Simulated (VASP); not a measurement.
# Cu (I4/mmm) in VASP: a series of runs

Cu is run at these levels: PBE; tasks: single point.

Program: VASP 6.6.1. These are calculated values, not measurements. Logs are shortened: lines on timing, memory, paths and dates and some standing lists are left out, and cuts for length are marked.

## Step 1: The cell of the first run

It takes space group I4/mmm (No. 139, tetragonal). The conventional cell has a = 3.007 Å, b = 3.007 Å, c = 2.937 Å, α = 90.00°, β = 90.00°, γ = 90.00°. Within 3.4 Å of Cu (site symmetry 4/mmm) lie 14 Cu at 2.58 to 3.01 Å.

## Step 2: Single point, PBE (volume 13.278 Å^3 an atom, c/a of the conventional cell 0.9765)

Contents of INCAR:

```
SYSTEM = Cu
PREC = Accurate
ENCUT = 520
EDIFF = 1E-7
ISMEAR = 0
SIGMA = 0.15
LREAL = .False.
LASPH = .True.
NELM = 100
ALGO = Fast
ISIF = 2
LWAVE = .False.
LCHARG = .False.
GGA = PE
NBANDS = 12
```

Contents of KPOINTS:

```
regular mesh
0
Gamma
  24 24 24
  0 0 0
```

Contents of POSCAR:

```
Cu
1.0
   -1.5036040095      1.5036040095      1.4682693152
    1.5036040095     -1.5036040095      1.4682693152
    1.5036040095      1.5036040095     -1.4682693152
Cu
1
Direct
    0.0000000000      0.0000000000      0.0000000000
```

Potentials or basis: VASP PAW PBE potentials, release 64 (Cu).

Run with:

```sh
$ cat potpaw_PBE.64/Cu/POTCAR > POTCAR
$ mpirun -np 1 vasp_std > vasp.out
```

OUTCAR:

```text
SYSTEM = Cu
   PREC = Accurate
   ENCUT = 520
   EDIFF = 1E-7
   ISMEAR = 0
   LREAL = .False.
   LASPH = .True.
   NELM = 100
   ISIF = 2
   GGA = PE

 ion  position               nearest neighbor table
   1  0.000  0.000  0.000-

  LATTYP: Found a body centered tetragonal cell.
 ALAT       =     3.0072080190
 C/A-ratio  =     0.9764999999

  Lattice vectors:

 A1 = (  -1.5036040095,   1.5036040095,   1.4682693152)
 A2 = (   1.5036040095,  -1.5036040095,   1.4682693152)
 A3 = (   1.5036040095,   1.5036040095,  -1.4682693152)

Analysis of symmetry for initial positions (statically):
=====================================================================
 Subroutine PRICEL returns:
 Original cell was already a primitive cell.

 Routine SETGRP: Setting up the symmetry group for a
 body centered tetragonal supercell.

 Subroutine GETGRP returns: Found 16 space group operations
 (whereof 16 operations were pure point group operations)
 out of a pool of 16 trial point group operations.

The static configuration has the point symmetry D_4h.

Analysis of symmetry for dynamics (positions and initial velocities):
=====================================================================
 Subroutine PRICEL returns:
 Original cell was already a primitive cell.

 Routine SETGRP: Setting up the symmetry group for a
 body centered tetragonal supercell.

 Subroutine GETGRP returns: Found 16 space group operations
 (whereof 16 operations were pure point group operations)
 out of a pool of 16 trial point group operations.

The dynamic configuration has the point symmetry D_4h.

 Subroutine INISYM returns: Found 16 space group operations
 (whereof 16 operations are pure point group operations),
 and found     1 'primitive' translations

----------------------------------------------------------------------------------------

                                     Primitive cell

  volume of cell :      13.2780

  direct lattice vectors                    reciprocal lattice vectors
    -1.503604010  1.503604010  1.468269315     0.000000000  0.332534362  0.340536981
     1.503604010 -1.503604010  1.468269315     0.332534362  0.000000000  0.340536981
     1.503604010  1.503604010 -1.468269315     0.332534362  0.332534362  0.000000000

  length of vectors
     2.584079104  2.584079104  2.584079104     0.475966950  0.475966950  0.470274605

  position of ions in fractional coordinates (direct lattice)
     0.000000000  0.000000000  0.000000000

  ion indices of the primitive-cell ions
   primitive index   ion index
                 1           1

----------------------------------------------------------------------------------------

 KPOINTS: regular mesh

Automatic generation of k-mesh.
 Grid dimensions read from file:
 generate k-points for:   24   24   24

 Generating k-lattice:

  Cartesian coordinates                     Fractional coordinates (reciprocal lattice)
     0.000000000  0.013855598  0.014189041     0.041666667  0.000000000 -0.000000000
     0.013855598  0.000000000  0.014189041     0.000000000  0.041666667 -0.000000000
     0.013855598  0.013855598  0.000000000     0.000000000  0.000000000  0.041666667

  Length of vectors
     0.019831956  0.019831956  0.019594775

  Shift w.r.t. Gamma in fractional coordinates (k-lattice)
     0.000000000  0.000000000  0.000000000

 Subroutine IBZKPT returns following result:
 ===========================================

 Found   1063 irreducible k-points:

 Following reciprocal coordinates:
            Coordinates               Weight
  0.000000  0.000000  0.000000      1.000000
  0.041667 -0.000000  0.000000      8.000000
  0.083333 -0.000000  0.000000      8.000000
  0.125000  0.000000 -0.000000      8.000000
  0.166667  0.000000 -0.000000      8.000000
  0.208333  0.000000 -0.000000      8.000000
[... 16 lines left out ...]
  0.416667  0.041667 -0.000000     16.000000
  0.458333  0.041667 -0.000000     16.000000
 [... further k-points ...]
   k-points           NKPTS =   1063   k-points in BZ     NKDIM =   1063   number of bands    NBANDS=     12
   number of dos      NEDOS =    301   number of ions     NIONS =      1
   total plane-waves  NPLWV =   8000
   dimension x,y,z NGX =    20 NGY =   20 NGZ =   20
   dimension x,y,z NGXF=    40 NGYF=   40 NGZF=   40
   ions per type =               1
   NGX,Y,Z   is equivalent  to a cutoff of  12.87, 12.87, 12.87 a.u.
   NGXF,Y,Z  is equivalent  to a cutoff of  25.73, 25.73, 25.73 a.u.
 SYSTEM =  Cu
   PREC   = accura    normal or accurate (medium, high low for compatibility)
   ISTART =      0    job   : 0-new  1-cont  2-samecut
   ICHARG =      2    charge: 1-file 2-atom 10-const
   ISPIN  =      1    spin polarized calculation?
   LNONCOLLINEAR =      F non collinear calculations
   LSORBIT =      F    spin-orbit coupling
   LASPH  =      T    aspherical Exc in radial PAW
   ENCUT  =  520.0 eV  38.22 Ry    6.18 a.u.   4.80  4.80  4.80*2*pi/ulx,y,z
   NELM   =    100;   NELMIN=  2; NELMDL= -5     # of ELM steps
   EDIFF  = 0.1E-06   stopping-criterion for ELM
   LREAL  =      F    real-space projection
   EDIFFG = 0.1E-05   stopping-criterion for IOM
   NSW    =      0    number of steps for IOM
   IBRION =     -1    ionic relax: 0-MD 1-quasi-New 2-CG
   NFREE  =      0    steps in history (QN), initial steepest desc. (CG)
   ISIF   =      2    stress and relaxation
   ISYM   =      2    0-nonsym 1-usesym 2-fastsym
   POTIM  = 0.5000    time-step for ionic-motion
   TEBEG  =    0.0;   TEEND  =   0.0 temperature during run
   PSTRESS=    0.0 pullay stress
   NELECT =      11.0000    total number of electrons
   NUPDOWN=      -1.0000    fix difference up-down
   EMIN   =  10.00;   EMAX   =-10.00  energy-range for DOS
   EFERMI =   0.00;   METHOD = LEGACY
   ISMEAR =     0;   SIGMA  =   0.15  broadening in eV -4-tet -1-fermi 0-gaus
   EFERMI_NEDOS =   21; number of points for ismear=-14 and -15
   IALGO  =     68    algorithm
   IMIX   =      4    mixing-type and parameters
     AMIX     =   0.40;   BMIX     =  1.00
     AMIX_MAG =   1.60;   BMIX_MAG =  1.00
  volume/ion in A,a.u.               =      13.28        89.60
  Fermi-wavevector in a.u.,A,eV,Ry     =   1.537546  2.905541 32.164830  2.364048
  Thomas-Fermi vector in A             =   2.644040
   LORBIT       =      0    0 simple, 1 ext, 2 COOP (PROOUT), +10 PAW based schemes
   GGA     = PE    functional components
   LHFCALC =     F    Hartree Fock is set to
   AEXX    =    0.0000 exact exchange contribution
   IVDW    =     0    specifies the selected vdW correction
   LEPSILON=     F    determine dielectric tensor
   LRPA    =     F    only Hartree local field effects (RPA)
 non-spin polarized calculation
 RMM-DIIS sequential band-by-band and
 Gauss-broadening in eV      SIGMA  =   0.15
  energy-cutoff  :      520.00
  volume of cell :       13.28
 maximum number of plane-waves:       374
   NGX =  9   NGY =  9   NGZ =  9

 number of electron      10.9999990 magnetization

 Free energy of the ion-electron system (eV)
  ---------------------------------------------------
  ext. energy  EPLUGINS =         0.00000000
  ---------------------------------------------------
  free energy    TOTEN  =        -3.65072537 eV

  energy without entropy =       -3.64563271  energy(sigma->0) =       -3.64817904

 E-fermi :   6.2194     XC(G=0): -12.0615

 val. band max:        6.2175084591   @ k =   0.5000   0.1250   0.0417
 cond. band min:       6.2242019886   @ k =   0.4167   0.0833  -0.0000
 fundamental gap:      0.0066935295
 Fermi energy:         6.2193738939

 k-point     1 :       0.0000    0.0000    0.0000
  band No.  band energies     occupation
      1      -2.2698      2.00000
      2       3.4125      2.00000
      3       3.4893      2.00000
      4       3.4893      2.00000
      5       4.2707      2.00000
      6       4.3510      2.00000
      7      29.9228      0.00000
      8      29.9228      0.00000
      9      30.4814      0.00000
     10      31.9452      0.00000
     11      31.9452      0.00000
     12      32.3771      0.00000

 k-point     2 :       0.0417   -0.0000    0.0000
  band No.  band energies     occupation
      1      -2.2076      2.00000
      2       3.4155      2.00000
      3       3.4887      2.00000
      4       3.4974      2.00000
      5       4.2695      2.00000
      6       4.3433      2.00000
      7      29.3398      0.00000
      8      29.6898      0.00000
      9      29.9515      0.00000
     10      31.1896      0.00000
     11      31.3177      0.00000
     12      31.7563      0.00000

 k-point     3 :       0.0833   -0.0000    0.0000
  band No.  band energies     occupation
      1      -2.0220      2.00000
      2       3.3997      2.00000
      3       3.4859      2.00000
      4       3.5463      2.00000
      5       4.2631      2.00000
      6       4.3262      2.00000
      7      27.4883      0.00000
      8      29.0230      0.00000
      9      29.1343      0.00000
     10      29.9982      0.00000
     11      30.7157      0.00000
     12      31.5939      0.00000
[... 286 lines left out ...]
 k-point    23 :       0.4167    0.0417   -0.0000
  band No.  band energies     occupation
      1       1.7925      2.00000
      2       2.8687      2.00000
      3       4.2445      2.00000
      4       4.3859      2.00000
      5       4.7170      2.00000
      6       5.4947      2.00000
      7      11.1334      0.00000
      8      21.8189      0.00000
      9      22.5280      0.00000
     10      26.5535      0.00000
     11      28.8056      0.00000
     12      36.9427      0.00000

 k-point    24 :       0.4583    0.0417   -0.0000
  band No.  band energies     occupation
      1       1.8469      2.00000
      2       2.8493      2.00000
      3       4.2743      2.00000
      4       4.3890      2.00000
      5       4.8165      2.00000
      6       6.0653      1.85363
      7      10.2015      0.00000
      8      21.6343      0.00000
      9      22.3847      0.00000
     10      26.4879      0.00000
     11      28.7843      0.00000
     12      37.5776      0.00000

 [... further k-points ...]
[... 5 lines left out ...]
  --------------------------------------------------------------------------------------
  -------------------------------------------------------------------------------------
  Total       -0.8356465     -0.8356465     -0.8574579      0.0000000      0.0000000      0.0000000
  in kB     -100.8325016   -100.8325016   -103.4643455      0.0000000      0.0000000      0.0000000
  external PRESSURE =    -101.7097829 kB  Pullay stress =       0.0000000 kB

 VOLUME and BASIS-vectors are now :
 -----------------------------------------------------------------------------
  energy-cutoff  :      520.00
  volume of cell :       13.28
      direct lattice vectors                 reciprocal lattice vectors
    -1.503604010  1.503604010  1.468269315     0.000000000  0.332534362  0.340536981
     1.503604010 -1.503604010  1.468269315     0.332534362  0.000000000  0.340536981
     1.503604010  1.503604010 -1.468269315     0.332534362  0.332534362  0.000000000

 POSITION                                       TOTAL-FORCE (eV/Angst)
 -----------------------------------------------------------------------------------
      0.00000      0.00000      0.00000         0.000000      0.000000      0.000000
 -----------------------------------------------------------------------------------
    total drift:                               -0.000000     -0.000000      0.000000

  FREE ENERGIE OF THE ION-ELECTRON SYSTEM (eV)
  ---------------------------------------------------
  free  energy   TOTEN  =        -3.6507253717 eV

  energy  without entropy=       -3.6456327064  energy(sigma->0) =       -3.64817904
```

Wall time 2.4 min (1 thread of AMD EPYC 7R43 (Zen 3), shared host); peak memory 0.23 GiB.

Results:

```yaml
Free_energy: -3.6507 eV
Pressure: -10.2 GPa
```

## Step 3: Single point, PBE (volume 13.278 Å^3 an atom, c/a of the conventional cell 0.9380)

Contents of INCAR:

```
PREC = Accurate
ENCUT = 520
EDIFF = 1E-7
ISMEAR = 0
SIGMA = 0.15
LREAL = False
LASPH = True
NELM = 80
ALGO = Fast
ISIF = 2
LWAVE = False
LCHARG = True
GGA = PE
LELF = True
LVHAR = True
NBANDS = 12
```

Contents of KPOINTS:

```
regular mesh
0
Gamma
  24 24 24
```

Contents of POSCAR:

```
Cu
1.0
   -1.5238777975      1.5238777975      1.4294612597
    1.5238777975     -1.5238777975      1.4294612597
    1.5238777975      1.5238777975     -1.4294612597
Cu
1
Direct
    0.0000000000      0.0000000000      0.0000000000
```

Potentials or basis: VASP PAW PBE potentials, release 64 (Cu).

Run with:

```sh
$ cat potpaw_PBE.64/Cu/POTCAR > POTCAR
$ mpirun -np 1 vasp_std > vasp.out
```

Run time: 2.8 min. Hardware: 1 thread of AMD EPYC 7R43 (Zen 3), shared host; peak memory 0.22 GiB.

Results (log left out):

| Quantity | Value |
| --- | --- |
| Free energy | -3.6516 eV |
| Pressure | -10.2 GPa |

Stress tensor (GPa, compression positive):
```
-10.05   0.00   0.00
  0.00 -10.05   0.00
  0.00   0.00 -10.48
```

Levels at points of the mesh, in eV from the Fermi level:
| k point | band 2 | band 3 | band 4 | band 5 | band 6 | band 7 | band 8 | band 9 | band 10 | band 11 |
| --- | --- | --- | --- | --- | --- | --- | --- | --- | --- | --- |
| (0.00, 0.00, 0.00) | -2.89 | -2.68 | -2.68 | -2.04 | -1.81 | 23.10 | 23.10 | 24.88 | 25.85 | 25.85 |
| (0.50, 0.00, 0.00) | -3.43 | -1.94 | -1.73 | -1.30 | -0.14 | 3.98 | 15.63 | 16.02 | 19.52 | 21.86 |
| (0.50, 0.50, 0.00) | -3.17 | -2.11 | -1.88 | -1.33 | -0.58 | 3.33 | 17.33 | 17.65 | 20.99 | 23.30 |
| (0.50, 0.50, 0.50) | -3.99 | -1.46 | -1.46 | -1.41 | 6.98 | 6.98 | 9.23 | 12.18 | 12.44 | 14.82 |

(Part 1 of 2 ends here.)
